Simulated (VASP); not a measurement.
Write the native input for VASP 6.6.1 that does the following.

```yaml
Task: single point
Functional: PBE
Potentials_or_basis: VASP PAW PBE potentials, release 64 (La, Na_pv)
Cutoff: 520 eV
k_mesh: 9 × 9 × 4
Occupations: gaussian, width 0.05 eV
Spin: no spin polarisation
Dipole_correction: no
Further_INCAR_settings: ALGO = Normal; EDIFF = 1e-06; NBANDS = 16
```

The structure of NaLa lies in POSCAR:

```
NaLa
1.0
    3.6999612433      0.0000000000      0.0000000000
   -1.8499806216      3.2042604297      0.0000000000
    0.0000000000      0.0000000000      6.6522667581
La Na
1 1
Direct
    0.3333333333      0.6666666667      0.5000000000
    0.0000000000      0.0000000000      0.0000000000
```

The input as run:

INCAR

```
SYSTEM = NaLa
  PREC = Accurate
  ENCUT = 520
  EDIFF = 1E-6
  ISMEAR = 0
  SIGMA = 0.05
  LREAL = .FALSE.
  LASPH = .TRUE.
  NELM = 60
  ALGO = Normal
  ISIF = 2
  LWAVE = .FALSE.
  LCHARG = .FALSE.
  GGA = PE
  NBANDS = 16
```

KPOINTS

```
Automatic mesh
0
G
  9 9 4
  0 0 0
```

Potentials or basis: VASP PAW PBE potentials, release 64 (La, Na_pv).

The run is started by

```console
$ cat potpaw_PBE.64/La/POTCAR potpaw_PBE.64/Na_pv/POTCAR > POTCAR
$ mpirun -np 1 vasp_std > vasp.out
```

Results of the run:

```
Pressure               : -1.2 GPa
Band gap on the k mesh : zero (bands 9 and 10 overlap by 0.55 eV)
```

Caveat: spin-orbit coupling is left out, which moves the levels of the heavy elements.

Run time: 28 s on 1 thread of Intel(R) Xeon(R) Platinum 8559C (Emerald Rapids) (shared host), peak memory 0.22 GiB.
